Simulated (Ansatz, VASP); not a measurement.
One calculation of C, two programs

```
CELL_PARAMETERS angstrom
0.00000 2.17597 3.46455
1.25697 0.00000 3.46455
1.25697 2.17597 0.00000
ATOMIC_POSITIONS crystal
C 0.19305 0.80695 0.19305
C 0.80695 0.19305 0.80695
```

Alike in both runs: task single point; functional PBE; dispersion D3(BJ); k mesh 16 × 16 × 16; occupations gaussian, width 0.03 eV; no spin polarisation.

```csv
,VASP,Ansatz
version,VASP 6.6.1,Ansatz 0.2.0
potentials or method,"VASP PAW PBE potentials, release 64 (C), cutoff 520 eV","scalar-relativistic, plane waves, PAW"
valence electrons in the cell,8,8
```

|  | VASP | Ansatz | Ansatz less VASP |
| --- | --- | --- | --- |
| gap on the k mesh at the Fermi level (eV) | none | none | - |
| pressure (GPa) | 0.0 | -0.2 | -0.19 |
| traceless stress, the component that is largest in VASP (GPa) | 10.86 | 10.46 | -0.405 |
| rms of the force components (eV/Å) | 4.167 | 4.162 | -0.0052 |

Atom by atom the forces differ by 0.005 eV/Å (rms over components). A gap of «none» marks a metal or a gap that the smearing closes.
